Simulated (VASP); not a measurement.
# H3C2N in VASP: further runs

Runs on H3C2N. Level: PBE+D3(BJ). Tasks: single point.

Everything below comes from runs of VASP 6.6.1. Logs are shortened: lines on timing, memory, paths and dates and some standing lists are left out, and cuts for length are marked.

**1. The cell of the first run**

The cell holds a disordered packing, 36 atoms: a = 8.052 Å, b = 8.052 Å, c = 8.052 Å, α = 90.00°, β = 90.00°, γ = 90.00°.

**2. Single point, PBE+D3(BJ)**

File INCAR:

```
PREC     = Accurate       # precision mode
ENCUT    = 520            # plane-wave cutoff, eV
EDIFF    = 1E-6           # SCF threshold, eV
ISMEAR   = -1             # smearing method
SIGMA    = 0.02           # smearing width, eV
LREAL    = Auto         
LASPH    = True           # aspherical terms in the spheres
NELM     = 60             # most SCF steps
ALGO     = Normal         # electronic algorithm
ISIF     = 2              # what is computed and relaxed
LWAVE    = False          # write WAVECAR
LCHARG   = True           # write CHGCAR
GGA      = PE             # functional
IVDW     = 12             # dispersion correction
LELF     = True           # ELF
LVHAR    = True         
NBANDS   = 72             # bands
```

File KPOINTS:

```
regular mesh
0
Gamma
  1 1 1
```

File POSCAR:

```
H3C2N
1.0
    8.0517480000      0.0000000000      0.0000000000
    0.0000000000      8.0517480000      0.0000000000
    0.0000000000      0.0000000000      8.0517480000
C N H
12 6 18
Direct
    0.3327724613      0.4822306908      0.3648027733
    0.2575713994      0.5250288509      0.5202224411
    0.9532961042      0.7990066256      0.8730899179
    0.9352006546      0.7304997623      1.0427549397
    0.6001802342      0.9379081412      0.3653368188
    0.6313535893      1.0745244387      0.2555966729
    0.5230913834      0.5700377111      0.8974448778
    0.4419164634      0.6994630234      0.9938587248
    0.0535535886      0.1280964084      0.2354768182
    0.0207408379      0.0987487438      0.4092527486
    0.8325769758      0.4347875766      0.5589842106
    0.6841992571      0.3416028420      0.5901699854
    0.1943553127      0.5760364085      0.6420593392
    0.9312263623      0.6863105999      1.1817930715
    0.6235912997      1.1888101813      0.1633434131
    0.3493402923      0.7862143723      1.0591364757
   -0.0190020850      0.0839320853      0.5504891609
    0.5609589371      0.2674698711      0.5938834648
    0.4638371693      0.5353620108      0.3547801049
    0.3421244679      0.3460490815      0.3530786110
    0.2749961872      0.5405285908      0.2516099610
    1.0440714240      0.9024996808      0.8742697859
    0.9985533576      0.7145777538      0.7803398715
    0.8262305278      0.8478407422      0.8330365034
    0.4750521253      0.8860187875      0.3695967633
    0.7023319657      0.8533178137      0.3551526948
    0.6139163819      1.0056325657      0.4834850768
    0.4600988506      0.5607602225      0.7674855199
    0.6587762061      0.5921074529      0.8956191873
    0.5055920776      0.4432577870      0.9408143424
    0.1049958344      0.2540566347      0.2137796662
    0.1342068828      0.0301922017      0.1728444556
   -0.0504362531      0.1282951230      0.1564008213
    0.8545349407      0.5245320643      0.6555843526
    0.9404169132      0.3478002541      0.5853635757
    0.8305028920      0.4874717887      0.4299314882
```

Potentials or basis: VASP PAW PBE potentials, release 64 (C, N, H).

On the command line:

```bash
> cat potpaw_PBE.64/C/POTCAR potpaw_PBE.64/N/POTCAR potpaw_PBE.64/H/POTCAR > POTCAR
> mpirun -np 1 vasp_gam > vasp.out
```

OUTCAR:

```text
PREC = Accurate
   ENCUT = 520
   EDIFF = 1E-6
   ISMEAR = -1
   LREAL = Auto
   LASPH = True
   NELM = 60
   ISIF = 2
   GGA = PE
   IVDW = 12
 IVDW          = 12

 ion  position               nearest neighbor table
   1  0.333  0.482  0.365-  20 1.10  21 1.13  19 1.14   2 1.43
   2  0.258  0.525  0.520-  13 1.18   1 1.43
   3  0.953  0.799  0.873-  23 1.07  22 1.11  24 1.14   4 1.48
   4  0.935  0.730  0.043-  14 1.18   3 1.48
   5  0.600  0.938  0.365-  26 1.07  25 1.09  27 1.10   6 1.43
   6  0.631  0.075  0.256-  15 1.18   5 1.43
   7  0.523  0.570  0.897-  30 1.09  29 1.11  28 1.17   8 1.45
   8  0.442  0.699  0.994-  16 1.15   7 1.45
   9  0.054  0.128  0.235-  33 1.05  31 1.11  32 1.14  10 1.44
  10  0.021  0.099  0.409-  17 1.19   9 1.44
  11  0.833  0.435  0.559-  34 1.08  36 1.12  35 1.14  12 1.43
  12  0.684  0.342  0.590-  18 1.16  11 1.43
  13  0.194  0.576  0.642-   2 1.18
  14  0.931  0.686  0.182-   4 1.18
  15  0.624  0.189  0.163-   6 1.18
  16  0.349  0.786  0.059-   8 1.15
  17  0.981  0.084  0.550-  10 1.19
  18  0.561  0.267  0.594-  12 1.16
[... 16 lines left out ...]
  35  0.940  0.348  0.585-  11 1.14
  36  0.831  0.487  0.430-  11 1.12

  LATTYP: Found a simple cubic cell.
 ALAT       =     8.0517480000

  Lattice vectors:

 A1 = (   8.0517480000,   0.0000000000,   0.0000000000)
 A2 = (   0.0000000000,   8.0517480000,   0.0000000000)
 A3 = (   0.0000000000,   0.0000000000,   8.0517480000)

Analysis of symmetry for initial positions (statically):
=====================================================================
 Subroutine PRICEL returns:
 Original cell was already a primitive cell.

 Routine SETGRP: Setting up the symmetry group for a
 simple cubic supercell.

 Subroutine GETGRP returns: Found  1 space group operations
 (whereof  1 operations were pure point group operations)
 out of a pool of 48 trial point group operations.

The static configuration has the point symmetry C_1 .

Analysis of symmetry for dynamics (positions and initial velocities):
=====================================================================
 Subroutine PRICEL returns:
 Original cell was already a primitive cell.

 Routine SETGRP: Setting up the symmetry group for a
 simple cubic supercell.

 Subroutine GETGRP returns: Found  1 space group operations
 (whereof  1 operations were pure point group operations)
 out of a pool of 48 trial point group operations.

The dynamic configuration has the point symmetry C_1 .

 Subroutine INISYM returns: Found  1 space group operations
 (whereof  1 operations are pure point group operations),
 and found     1 'primitive' translations

----------------------------------------------------------------------------------------

                                     Primitive cell

  volume of cell :     522.0000

  direct lattice vectors                    reciprocal lattice vectors
     8.051748000  0.000000000  0.000000000     0.124196634  0.000000000  0.000000000
     0.000000000  8.051748000  0.000000000     0.000000000  0.124196634  0.000000000
     0.000000000  0.000000000  8.051748000     0.000000000  0.000000000  0.124196634

  length of vectors
     8.051748000  8.051748000  8.051748000     0.124196634  0.124196634  0.124196634

  position of ions in fractional coordinates (direct lattice)
     0.332772461  0.482230691  0.364802773
     0.257571399  0.525028851  0.520222441
     0.953296104  0.799006626  0.873089918
     0.935200655  0.730499762  0.042754940
     0.600180234  0.937908141  0.365336819
     0.631353589  0.074524439  0.255596673
[... 28 lines left out ...]
     0.940416913  0.347800254  0.585363576
     0.830502892  0.487471789  0.429931488

  ion indices of the primitive-cell ions
   primitive index   ion index
                 1           1
                 2           2
                 3           3
                 4           4
                 5           5
                 6           6
[... 28 lines left out ...]
                35          35
                36          36

----------------------------------------------------------------------------------------

 KPOINTS: regular mesh

Automatic generation of k-mesh.
 Grid dimensions read from file:
 generate k-points for:    1    1    1

 Generating k-lattice:

  Cartesian coordinates                     Fractional coordinates (reciprocal lattice)
     0.124196634  0.000000000  0.000000000     1.000000000  0.000000000  0.000000000
     0.000000000  0.124196634  0.000000000     0.000000000  1.000000000  0.000000000
     0.000000000  0.000000000  0.124196634     0.000000000  0.000000000  1.000000000

  Length of vectors
     0.124196634  0.124196634  0.124196634

  Shift w.r.t. Gamma in fractional coordinates (k-lattice)
     0.000000000  0.000000000  0.000000000

 Subroutine IBZKPT returns following result:
 ===========================================

 Found      1 irreducible k-points:

 Following reciprocal coordinates:
            Coordinates               Weight
  0.000000  0.000000  0.000000      1.000000
   k-points           NKPTS =      1   k-points in BZ     NKDIM =      1   number of bands    NBANDS=     72
   number of dos      NEDOS =    301   number of ions     NIONS =     36
   total plane-waves  NPLWV = 216000
   dimension x,y,z NGX =    60 NGY =   60 NGZ =   60
   dimension x,y,z NGXF=   120 NGYF=  120 NGZF=  120
   ions per type =              12   6  18
   NGX,Y,Z   is equivalent  to a cutoff of  12.39, 12.39, 12.39 a.u.
   NGXF,Y,Z  is equivalent  to a cutoff of  24.78, 24.78, 24.78 a.u.
 SYSTEM =  unknown system
   PREC   = accura    normal or accurate (medium, high low for compatibility)
   ISTART =      0    job   : 0-new  1-cont  2-samecut
   ICHARG =      2    charge: 1-file 2-atom 10-const
   ISPIN  =      1    spin polarized calculation?
   LNONCOLLINEAR =      F non collinear calculations
   LSORBIT =      F    spin-orbit coupling
   LASPH  =      T    aspherical Exc in radial PAW
   ENCUT  =  520.0 eV  38.22 Ry    6.18 a.u.  14.97 14.97 14.97*2*pi/ulx,y,z
   NELM   =     60;   NELMIN=  2; NELMDL= -5     # of ELM steps
   EDIFF  = 0.1E-05   stopping-criterion for ELM
   LREAL  =      T    real-space projection
   EDIFFG = 0.1E-04   stopping-criterion for IOM
   NSW    =      0    number of steps for IOM
   IBRION =     -1    ionic relax: 0-MD 1-quasi-New 2-CG
   NFREE  =      0    steps in history (QN), initial steepest desc. (CG)
   ISIF   =      2    stress and relaxation
   ISYM   =      2    0-nonsym 1-usesym 2-fastsym
   POTIM  = 0.5000    time-step for ionic-motion
   TEBEG  =    0.0;   TEEND  =   0.0 temperature during run
   PSTRESS=    0.0 pullay stress
   NELECT =      96.0000    total number of electrons
   NUPDOWN=      -1.0000    fix difference up-down
   EMIN   =  10.00;   EMAX   =-10.00  energy-range for DOS
   EFERMI =   0.00;   METHOD = LEGACY
   ISMEAR =    -1;   SIGMA  =   0.02  broadening in eV -4-tet -1-fermi 0-gaus
   EFERMI_NEDOS =   21; number of points for ismear=-14 and -15
   IALGO  =     38    algorithm
   IMIX   =      4    mixing-type and parameters
     AMIX     =   0.40;   BMIX     =  1.00
     AMIX_MAG =   1.60;   BMIX_MAG =  1.00
  volume/ion in A,a.u.               =      14.50        97.85
  Fermi-wavevector in a.u.,A,eV,Ry     =   0.930983  1.759303 11.792568  0.866729
  Thomas-Fermi vector in A             =   2.057429
   LORBIT       =      0    0 simple, 1 ext, 2 COOP (PROOUT), +10 PAW based schemes
   GGA     = PE    functional components
   LHFCALC =     F    Hartree Fock is set to
   AEXX    =    0.0000 exact exchange contribution
   IVDW    =    12    specifies the selected vdW correction
   LEPSILON=     F    determine dielectric tensor
   LRPA    =     F    only Hartree local field effects (RPA)
 non-spin polarized calculation
  energy-cutoff  :      520.00
  volume of cell :      522.00
 maximum number of plane-waves:      6999
 NGX is ok and might be reduce to    60
   NGX = 29   NGY = 29   NGZ = 29

 number of electron      96.0000003 magnetization

 Free energy of the ion-electron system (eV)
  ---------------------------------------------------
  ext. energy  EPLUGINS =         0.00000000
  ---------------------------------------------------
  free energy    TOTEN  =      -219.99735915 eV

  energy without entropy =     -219.99735915  energy(sigma->0) =     -219.99735915

 E-fermi :  -3.9735     XC(G=0):  -6.1968

 val. band max:       -4.4945769876   @ k =   0.0000   0.0000   0.0000
 cond. band min:       1.6055654107   @ k =   0.0000   0.0000   0.0000
 fundamental gap:      6.1001423983
 Fermi energy:        -3.9734665576

 k-point     1 :       0.0000    0.0000    0.0000
  band No.  band energies     occupation
      1     -19.8123      2.00000
      2     -19.6738      2.00000
      3     -19.6013      2.00000
      4     -19.5835      2.00000
      5     -19.5174      2.00000
      6     -19.2596      2.00000
[... 52 lines left out ...]
     59       2.7823      0.00000
     60       2.8903      0.00000
 [bands above 60 left out]

------------------------ aborting loop because EDIFF is reached ----------------------------------------

 Edisp (eV)   -1.64402

 E8    (eV) :    -0.3972

  FORCE on cell =-STRESS in cart. coord.  units (eV):
  Direction    XX          YY          ZZ          XY          YZ          ZX
  --------------------------------------------------------------------------------------
  -------------------------------------------------------------------------------------
  Total       0.46736    -0.74383    -8.56730    -0.47063     3.51681     0.00569
  in kB       1.43446    -2.28306   -26.29566    -1.44452    10.79415     0.01745
  external pressure =       -9.05 kB  Pullay stress =        0.00 kB

 VOLUME and BASIS-vectors are now :
 -----------------------------------------------------------------------------
  energy-cutoff  :      520.00
  volume of cell :      522.00
      direct lattice vectors                 reciprocal lattice vectors
     8.051748000  0.000000000  0.000000000     0.124196634  0.000000000  0.000000000
     0.000000000  8.051748000  0.000000000     0.000000000  0.124196634  0.000000000
     0.000000000  0.000000000  8.051748000     0.000000000  0.000000000  0.124196634

 POSITION                                       TOTAL-FORCE (eV/Angst)
 -----------------------------------------------------------------------------------
      2.67940      3.88280      2.93730         1.360135      0.315860     -1.289108
      2.07390      4.22740      4.18870        -0.892346      1.253024      1.028773
      7.67570      6.43340      7.02990        -1.496605      1.099624      0.909572
      7.53000      5.88180      0.34425         0.597686      0.020968      0.015055
      4.83250      7.55180      2.94160         0.538783      1.197417      1.251068
      5.08350      0.60005      2.05800        -1.669204      1.553347     -2.333558
[... 28 lines left out ...]
      7.57200      2.80040      4.71320        -0.743086      0.590931     -0.777743
      6.68700      3.92500      3.46170         0.295209     -0.192862      0.779759
 -----------------------------------------------------------------------------------
    total drift:                                0.035665      0.006503      0.002198

  FREE ENERGIE OF THE ION-ELECTRON SYSTEM (eV)
  ---------------------------------------------------
  free  energy   TOTEN  =      -221.6413804154 eV

  energy  without entropy=     -221.6413804154  energy(sigma->0) =     -221.64138042
```

Run time: 2.5 min. Hardware: 1 thread of Intel Xeon 8259CL, shared host; peak memory 0.47 GiB.

Results:

- Free energy: -221.6414 eV
- Pressure: -0.9 GPa
- Largest force: 3.263 eV/Å
- Band gap on the k mesh: 6.10 eV
- Dispersion energy per atom: -0.046 eV

Forces in eV/Å, atoms in the order of the input:
```
C    1.360  0.316 -1.289
C   -0.892  1.253  1.029
C   -1.497  1.100  0.910
C    0.598  0.021  0.015
C    0.539  1.197  1.251
C   -1.669  1.553 -2.334
C   -0.084  0.227 -1.540
C    0.516 -2.214 -1.344
C    2.140 -0.328 -0.565
C   -0.961 -0.327  1.772
C    1.060 -0.863  0.037
C    0.220  0.359 -0.501
N    0.706 -0.781 -1.173
N   -0.233  0.161 -0.958
N    0.635 -1.281  1.178
N   -1.012  1.665  1.161
N    0.891 -0.067 -2.204
N   -0.748 -0.506  0.412
H   -0.933 -0.625  0.461
H    0.092  0.252 -0.106
H   -0.299 -0.402  0.898
H   -0.336 -0.124  0.118
H    0.272 -0.802 -0.221
H    1.162 -0.232  0.263
H   -0.029 -0.075 -0.699
H    0.352 -1.025  0.018
H    0.063 -0.429  0.536
H    1.050  0.603  1.434
H   -0.337 -0.081 -0.378
H   -0.135 -0.145  0.789
H    0.253 -0.390  0.301
H   -0.138  0.766  0.948
H   -1.904 -0.103 -0.393
H   -0.255  0.928  0.173
H   -0.743  0.591 -0.778
H    0.295 -0.193  0.780
```

Stress tensor (GPa, compression positive):
```
 0.14 -0.14  0.00
-0.14 -0.23  1.08
 0.00  1.08 -2.63
```

Caveat: the k points lie up to 0.78 Å⁻¹ apart.

(Continued in part 2 of 2.)
